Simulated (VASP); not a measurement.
# SiO2 (P4_2/mnm) in VASP: further runs, part 3 of 3

VASP 6.6.1. The steps go on from the part before.

### 5 Single point, PBE (volume 8.687 Å^3 an atom, c/a of the conventional cell 0.5629)

Input file INCAR:

```
SYSTEM = SiO2
ALGO = Normal
EDIFF = 1E-6
ENCUT = 520
GGA = PE
ISIF = 2
ISMEAR = 0
LASPH = .True.
LCHARG = .False.
LREAL = .False.
LWAVE = .False.
NBANDS = 25
NELM = 100
PREC = Accurate
SIGMA = 0.05
```

Input file KPOINTS:

```
k-points
0
Gamma
  6 6 10
  0 0 0
```

Input file POSCAR:

```
SiO2
1.0
    4.5240765109      0.0000000000      0.0000000000
    0.0000000000      4.5240765109      0.0000000000
    0.0000000000      0.0000000000      2.5466026680
Si O
2 4
Direct
    0.5000000000      0.5000000000      0.5000000000
    0.0000000000      0.0000000000      0.0000000000
    0.6930127928      0.6930127928      0.0000000000
    0.1930127928      0.8069872072      0.5000000000
    0.3069872072      0.3069872072      0.0000000000
    0.8069872072      0.1930127928      0.5000000000
```

Potentials or basis: VASP PAW PBE potentials, release 64 (Si, O).

Command:

```sh
> cat potpaw_PBE.64/Si/POTCAR potpaw_PBE.64/O/POTCAR > POTCAR
> mpirun -np 1 vasp_std > vasp.out
```

OUTCAR:

```text
SYSTEM = SiO2
   EDIFF = 1E-6
   ENCUT = 520
   GGA = PE
   ISIF = 2
   ISMEAR = 0
   LASPH = .True.
   LREAL = .False.
   NELM = 100
   PREC = Accurate

 ion  position               nearest neighbor table
   1  0.500  0.500  0.500-   3 1.77   5 1.77   3 1.77   5 1.77   4 1.96   6 1.96
   2  0.000  0.000  0.000-   4 1.77   6 1.77   4 1.77   6 1.77   5 1.96   3 1.96
   3  0.693  0.693  0.000-   1 1.77   1 1.77   2 1.96
   4  0.193  0.807  0.500-   2 1.77   2 1.77   1 1.96
   5  0.307  0.307  0.000-   1 1.77   1 1.77   2 1.96
[... 883 lines left out ...]
  -------------------------------------------------------------------------------------
  Total       -8.9305245     -8.9305245      6.6254704     -0.0000000      0.0000000      0.0000000
  in kB     -274.5152518   -274.5152518    203.6602286     -0.0000000      0.0000000      0.0000000
  external PRESSURE =    -115.1234250 kB  Pullay stress =       0.0000000 kB

 VOLUME and BASIS-vectors are now :
 -----------------------------------------------------------------------------
  energy-cutoff  :      520.00
  volume of cell :       52.12
      direct lattice vectors                 reciprocal lattice vectors
     4.524076511  0.000000000  0.000000000     0.221039586  0.000000000  0.000000000
     0.000000000  4.524076511  0.000000000     0.000000000  0.221039586  0.000000000
     0.000000000  0.000000000  2.546602668     0.000000000  0.000000000  0.392680025

 POSITION                                       TOTAL-FORCE (eV/Angst)
 -----------------------------------------------------------------------------------
      2.26204      2.26204      1.27330        -0.000000     -0.000000      0.000000
      0.00000      0.00000      0.00000        -0.000000     -0.000000      0.000000
      3.13524      3.13524      0.00000        -1.158983     -1.158983      0.000000
      0.87320      3.65087      1.27330        -1.158983      1.158983      0.000000
      1.38883      1.38883      0.00000         1.158983      1.158983     -0.000000
      3.65087      0.87320      1.27330         1.158983     -1.158983      0.000000
 -----------------------------------------------------------------------------------
    total drift:                                0.000000      0.000000     -0.000000

  FREE ENERGIE OF THE ION-ELECTRON SYSTEM (eV)
  ---------------------------------------------------
  free  energy   TOTEN  =       -45.5467462366 eV

  energy  without entropy=      -45.5467462366  energy(sigma->0) =      -45.54674624
```

It took 32 s on 1 thread of AMD EPYC 9R45 (Zen 5), shared host; peak memory 0.16 GiB.

What came out:

- Free energy: -45.5467 eV
- Pressure: -11.5 GPa
- Largest force: 1.639 eV/Å
- Band gap on the k mesh: 4.06 eV, direct

Forces in eV/Å, atoms in the order of the input:
```
Si   0.000  0.000  0.000
Si   0.000  0.000  0.000
O   -1.159 -1.159  0.000
O   -1.159  1.159  0.000
O    1.159  1.159  0.000
O    1.159 -1.159  0.000
```

Caveat: forces of over 1 eV/Å act on the atoms, so gaps and moduli don't describe the material at rest. A k mesh can miss the band edges.

### 6 Single point, PBE (volume 8.687 Å^3 an atom, c/a of the conventional cell 0.5978)

Input file INCAR:

```
ALGO = Normal ; EDIFF = 1E-7
ENCUT = 520 ; GGA = PE
ISIF = 2 ; ISMEAR = 0
LASPH = True ; LCHARG = False
LREAL = False ; LWAVE = False
NBANDS = 25 ; NELM = 60
PREC = Accurate ; SIGMA = 0.05
```

Input file KPOINTS:

```
k-points
0
Gamma
  6 6 10
```

POSCAR, as its differences from that of step 5:

```diff
@@ -2,5 +2,5 @@
 1.0
-    4.5240765109      0.0000000000      0.0000000000
-    0.0000000000      4.5240765109      0.0000000000
-    0.0000000000      0.0000000000      2.5466026680
+    4.4342657820      0.0000000000      0.0000000000
+    0.0000000000      4.4342657820      0.0000000000
+    0.0000000000      0.0000000000      2.6508040845
 Si O
```

Potentials or basis: VASP PAW PBE potentials, release 64 (Si, O).

Command:

```sh
> cat potpaw_PBE.64/Si/POTCAR potpaw_PBE.64/O/POTCAR > POTCAR
> mpirun -np 1 vasp_std > vasp.out
```

Run time: 31 s. Hardware: 1 thread of AMD EPYC 9R45 (Zen 5), shared host; peak memory 0.17 GiB.

It converged, with:

* Free energy: -45.9824 eV
* Pressure: -16.1 GPa
* Largest force: 1.052 eV/Å
* Band gap on the k mesh: 3.96 eV, direct

Forces on the atoms (eV/Å):
```
Si   0.000  0.000  0.000
Si   0.000  0.000  0.000
O   -0.744 -0.744  0.000
O   -0.744  0.744  0.000
O    0.744  0.744  0.000
O    0.744 -0.744  0.000
```

Stress tensor (GPa, compression positive):
```
-22.68   0.00   0.00
  0.00 -22.68   0.00
  0.00   0.00  -2.98
```

Levels at points of the mesh, in eV from the valence-band top:
| k point | band 14 | band 15 | band 16 | band 17 | band 18 | band 19 |
| --- | --- | --- | --- | --- | --- | --- |
| (0.00, 0.00, 0.00) | -0.85 | -0.85 | 0.00 | 3.96 | 7.21 | 8.35 |
| (0.50, 0.00, 0.00) | -2.15 | -1.02 | -1.02 | 6.59 | 6.59 | 9.19 |
| (0.50, 0.50, 0.00) | -2.23 | -2.06 | -2.06 | 6.57 | 6.57 | 9.79 |
| (0.00, 0.00, 0.50) | -2.33 | -2.27 | -2.27 | 7.55 | 7.55 | 10.85 |
| (0.50, 0.00, 0.50) | -2.08 | -1.45 | -1.45 | 7.48 | 7.48 | 8.21 |
| (0.50, 0.50, 0.50) | -1.66 | -1.28 | -1.28 | 5.81 | 5.81 | 9.86 |

Caveat: forces of over 1 eV/Å act on the atoms, so gaps and moduli don't describe the material at rest. A k mesh can miss the band edges.

### 7 Overview

| cell | gap on the mesh (eV) | pressure (GPa) | largest force (eV/Å) |
| --- | --- | --- | --- |
| a = 4.249, b = 4.249, c = 2.780 Å, 6 atoms | 4.24 | -11.7 | - |
| a = 4.346, b = 4.346, c = 2.760 Å, 6 atoms | 3.75 | -19.3 | 0.47 |
| a = 4.259, b = 4.259, c = 2.873 Å, 6 atoms | 3.51 | -21.1 | 0.09 |
| a = 4.524, b = 4.524, c = 2.547 Å, 6 atoms | 4.06 | -11.5 | 1.64 |
| a = 4.434, b = 4.434, c = 2.651 Å, 6 atoms | 3.96 | -16.1 | 1.05 |

Alike in all rows: task single point; level PBE; potentials or basis VASP PAW PBE potentials, release 64 (Si, O); no spin polarisation; k mesh 6 × 6 × 10; cutoff (eV) 520; smearing gaussian 0.05 eV.

Caveats: forces of over 1 eV/Å act on the atoms, so gaps and moduli don't describe the material at rest (some runs).

Absolute energies hang on the potentials; compare differences alone.
